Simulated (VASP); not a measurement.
# Ni (Fm-3m) in VASP: a series of runs, part 2 of 2

VASP 6.6.1. Earlier steps stand in the parts before.

## 3. Single point, PBEsol+D3(BJ), collinear spin, ferromagnetic start

The input, INCAR:

```
  ALGO = Normal
  EDIFF = 1E-6
  ENCUT = 520
  GGA = PS
  ISIF = 2
  ISMEAR = -1
  ISPIN = 2
  ISYM = 0
  IVDW = 12
  LASPH = T
  LCHARG = F
  LMAXMIX = 4
  LORBIT = 11
  LREAL = F
  LWAVE = F
  MAGMOM = 0.47
  NBANDS = 15
  NELM = 150
  NUPDOWN = 0.4
  PREC = Accurate
  SIGMA = 0.01
```

The input, KPOINTS:

```
Automatic mesh
0
Gamma
  14 14 14
  0.5 0.5 0.5
```

The input, POSCAR:

```
Ni
1.0
    0.0000000000      1.7619350000      1.7619350000
    1.7619350000      0.0000000000      1.7619350000
    1.7619350000      1.7619350000      0.0000000000
Ni
1
Direct
    0.0000000000      0.0000000000      0.0000000000
```

Potentials or basis: VASP PAW PBE potentials, release 64 (Ni).

Command:

```sh
cat potpaw_PBE.64/Ni/POTCAR > POTCAR
mpirun -np 1 vasp_std > vasp.out
```

OUTCAR:

```text
EDIFF = 1E-6
   ENCUT = 520
   GGA = PS
   ISIF = 2
   ISMEAR = -1
   ISPIN = 2
   ISYM = 0
   IVDW = 12
   LASPH = T
   LORBIT = 11
   LREAL = F
   NELM = 150
   NUPDOWN = 0.4
   PREC = Accurate
 IVDW          = 12

 ion  position               nearest neighbor table
   1  0.000  0.000  0.000-

IMPORTANT INFORMATION: All symmetrisations will be switched off!
NOSYMM: (Re-)initialisation of all symmetry stuff for point group C_1.

----------------------------------------------------------------------------------------

                                     Primitive cell

  volume of cell :      10.9396

  direct lattice vectors                    reciprocal lattice vectors
     0.000000000  1.761935000  1.761935000    -0.283778914  0.283778914  0.283778914
     1.761935000  0.000000000  1.761935000     0.283778914 -0.283778914  0.283778914
     1.761935000  1.761935000  0.000000000     0.283778914  0.283778914 -0.283778914

  length of vectors
     2.491752373  2.491752373  2.491752373     0.491519496  0.491519496  0.491519496

  position of ions in fractional coordinates (direct lattice)
     0.000000000  0.000000000  0.000000000

  ion indices of the primitive-cell ions
   primitive index   ion index
                 1           1

----------------------------------------------------------------------------------------

 KPOINTS: Automatic mesh

Automatic generation of k-mesh.
 Grid dimensions read from file:
 generate k-points for:   14   14   14

 Generating k-lattice:

  Cartesian coordinates                     Fractional coordinates (reciprocal lattice)
    -0.020269922  0.020269922  0.020269922     0.071428571  0.000000000  0.000000000
     0.020269922 -0.020269922  0.020269922     0.000000000  0.071428571  0.000000000
     0.020269922  0.020269922 -0.020269922     0.000000000  0.000000000  0.071428571

  Length of vectors
     0.035108535  0.035108535  0.035108535

  Shift w.r.t. Gamma in fractional coordinates (k-lattice)
     0.500000000  0.500000000  0.500000000

 Subroutine IBZKPT returns following result:
 ===========================================

 Found   5488 irreducible k-points:

 Following reciprocal coordinates:
            Coordinates               Weight
  0.035714  0.035714  0.035714      2.000000
  0.035714  0.000000  0.000000      2.000000
  0.000000  0.000000 -0.035714      2.000000
  0.000000  0.035714  0.000000      2.000000
  0.107143  0.035714  0.035714      2.000000
  0.035714  0.107143  0.035714      2.000000
[... 16 lines left out ...]
  0.000000  0.142857 -0.035714      2.000000
  0.142857  0.000000 -0.035714      2.000000
 [... further k-points ...]
   k-points           NKPTS =   5488   k-points in BZ     NKDIM =   5488   number of bands    NBANDS=     15
   number of dos      NEDOS =    301   number of ions     NIONS =      1
   total plane-waves  NPLWV =   8000
   dimension x,y,z NGX =    20 NGY =   20 NGZ =   20
   dimension x,y,z NGXF=    40 NGYF=   40 NGZF=   40
   ions per type =               1
   NGX,Y,Z   is equivalent  to a cutoff of  13.34, 13.34, 13.34 a.u.
   NGXF,Y,Z  is equivalent  to a cutoff of  26.69, 26.69, 26.69 a.u.
 SYSTEM =  unknown system
   PREC   = accura    normal or accurate (medium, high low for compatibility)
   ISTART =      0    job   : 0-new  1-cont  2-samecut
   ICHARG =      2    charge: 1-file 2-atom 10-const
   ISPIN  =      2    spin polarized calculation?
   LNONCOLLINEAR =      F non collinear calculations
   LSORBIT =      F    spin-orbit coupling
   LASPH  =      T    aspherical Exc in radial PAW
   ENCUT  =  520.0 eV  38.22 Ry    6.18 a.u.   4.63  4.63  4.63*2*pi/ulx,y,z
   NELM   =    150;   NELMIN=  2; NELMDL= -5     # of ELM steps
   EDIFF  = 0.1E-05   stopping-criterion for ELM
   LREAL  =      F    real-space projection
   EDIFFG = 0.1E-04   stopping-criterion for IOM
   NSW    =      0    number of steps for IOM
   IBRION =     -1    ionic relax: 0-MD 1-quasi-New 2-CG
   NFREE  =      0    steps in history (QN), initial steepest desc. (CG)
   ISIF   =      2    stress and relaxation
   ISYM   =      0    0-nonsym 1-usesym 2-fastsym
   POTIM  = 0.5000    time-step for ionic-motion
   TEBEG  =    0.0;   TEEND  =   0.0 temperature during run
   PSTRESS=    0.0 pullay stress
   NELECT =      10.0000    total number of electrons
   NUPDOWN=       0.4000    fix difference up-down
   EMIN   =  10.00;   EMAX   =-10.00  energy-range for DOS
   EFERMI =   0.00;   METHOD = LEGACY
   ISMEAR =    -1;   SIGMA  =   0.01  broadening in eV -4-tet -1-fermi 0-gaus
   EFERMI_NEDOS =   21; number of points for ismear=-14 and -15
   IALGO  =     38    algorithm
   IMIX   =      4    mixing-type and parameters
     AMIX     =   0.40;   BMIX     =  1.00
     AMIX_MAG =   1.60;   BMIX_MAG =  1.00
  volume/ion in A,a.u.               =      10.94        73.82
  Fermi-wavevector in a.u.,A,eV,Ry     =   1.588821  3.002436 34.345893  2.524352
  Thomas-Fermi vector in A             =   2.687765
   LORBIT       =     11    0 simple, 1 ext, 2 COOP (PROOUT), +10 PAW based schemes
   GGA     = PS    functional components
   LHFCALC =     F    Hartree Fock is set to
   AEXX    =    0.0000 exact exchange contribution
   IVDW    =    12    specifies the selected vdW correction
   LEPSILON=     F    determine dielectric tensor
   LRPA    =     F    only Hartree local field effects (RPA)
 spin polarized calculation
  energy-cutoff  :      520.00
  volume of cell :       10.94
 maximum number of plane-waves:       305
   NGX =  9   NGY =  9   NGZ =  9

 number of electron      10.0000010 magnetization       0.3996054

 Free energy of the ion-electron system (eV)
  ---------------------------------------------------
  ext. energy  EPLUGINS =         0.00000000
  ---------------------------------------------------
  free energy    TOTEN  =        -6.09163319 eV

  energy without entropy =       -6.09073743  energy(sigma->0) =       -6.09118531

 E-fermi :   9.0790     XC(G=0): -13.4001

 val. band max:        9.0737699015   @ k =  -0.4286  -0.4286  -0.4643
 cond. band min:       8.7967250483   @ k =   0.3214   0.5000  -0.1429
 fundamental gap:     -0.2770448533
 Fermi energy:         8.7811121735

 spin component 1

 k-point     1 :       0.0357    0.0357    0.0357
  band No.  band energies     occupation
      1       0.1497      1.00000
      2       6.8273      1.00000
      3       6.8520      1.00000
      4       6.8520      1.00000
      5       7.9940      1.00000
      6       7.9941      1.00000
      7      32.6191      0.00000
      8      35.7308      0.00000
      9      36.4375      0.00000
     10      36.4375      0.00000
     11      39.6832      0.00000
     12      39.6832      0.00000
     13      40.1202      0.00000
     14      42.8462      0.00000
[... 401 lines left out ...]
      2       6.6147      1.00000
      3       7.0166      1.00000
      4       7.0202      1.00000
      5       7.8844      1.00000
      6       8.0160      1.00000
      7      28.3564      0.00000
      8      32.7168      0.00000
      9      34.9234      0.00000
     10      36.3639      0.00000
     11      39.8115      0.00000
     12      40.7021      0.00000
     13      42.9724      0.00000
     14      43.6403      0.00000
     15      45.9785      0.00000

 [... further k-points ...]

 Fermi energy:         9.0790234406

 spin component 2

 k-point     1 :       0.0357    0.0357    0.0357
  band No.  band energies     occupation
      1       0.1172      1.00000
      2       7.3099      1.00000
      3       7.3362      1.00000
      4       7.3362      1.00000
      5       8.3772      1.00000
      6       8.3772      1.00000
      7      32.5258      0.00000
      8      35.7167      0.00000
      9      36.4203      0.00000
     10      36.4203      0.00000
     11      39.7327      0.00000
     12      39.7327      0.00000
     13      40.1488      0.00000
     14      42.7725      0.00000
[... 401 lines left out ...]
      2       7.0766      1.00000
      3       7.4991      1.00000
      4       7.5011      1.00000
      5       8.2678      1.00000
      6       8.4075      1.00000
      7      28.3936      0.00000
      8      32.6894      0.00000
      9      34.9044      0.00000
     10      36.3806      0.00000
     11      39.7770      0.00000
     12      40.6978      0.00000
     13      42.9364      0.00000
     14      43.7394      0.00000
     15      46.0822      0.00000

 [... further k-points ...]

------------------------ aborting loop because EDIFF is reached ----------------------------------------

 Edisp (eV)   -0.41515

 E8    (eV) :    -0.2721

  FORCE on cell =-STRESS in cart. coord.  units (eV):
  Direction    XX          YY          ZZ          XY          YZ          ZX
  --------------------------------------------------------------------------------------
  -------------------------------------------------------------------------------------
  Total      -1.18381    -1.18381    -1.18381     0.00001     0.00001     0.00001
  in kB    -173.37721  -173.37722  -173.37723     0.00091     0.00093     0.00095
  external pressure =     -173.38 kB  Pullay stress =        0.00 kB

 VOLUME and BASIS-vectors are now :
 -----------------------------------------------------------------------------
  energy-cutoff  :      520.00
  volume of cell :       10.94
      direct lattice vectors                 reciprocal lattice vectors
     0.000000000  1.761935000  1.761935000    -0.283778914  0.283778914  0.283778914
     1.761935000  0.000000000  1.761935000     0.283778914 -0.283778914  0.283778914
     1.761935000  1.761935000  0.000000000     0.283778914  0.283778914 -0.283778914

 POSITION                                       TOTAL-FORCE (eV/Angst)
 -----------------------------------------------------------------------------------
      0.00000      0.00000      0.00000         0.000000      0.000000      0.000000
 -----------------------------------------------------------------------------------
    total drift:                                0.000000      0.000000      0.000000

  FREE ENERGIE OF THE ION-ELECTRON SYSTEM (eV)
  ---------------------------------------------------
  free  energy   TOTEN  =        -6.5067794331 eV

  energy  without entropy=       -6.5058836705  energy(sigma->0) =       -6.50633155

 total charge

# of ion       s       p       d       tot
------------------------------------------
    1        0.494   0.493   8.318   9.305

 magnetization (x)

# of ion       s       p       d       tot
------------------------------------------
    1       -0.008  -0.022   0.440   0.410
```

It took 43 min on 1 thread of Oxide Virtual Turin-like, shared host; peak memory 1.2 GiB.

Results:

```yaml
Free_energy: -6.5068 eV
Pressure: -17.3 GPa
Net_moment: 0.40 μB per cell
Site_moments: Ni +0.41 μB
Valence_electrons_inside_the_program's_atomic_spheres: Ni 9.30
Dispersion_energy_per_atom: -0.415 eV
```

Caveat: three body term missing; the cell stands under tension; the PAW data sets were made with another functional, which shifts forces and pressure a little; the total moment is fixed, so each spin has its own Fermi level and the state may be an excited one.
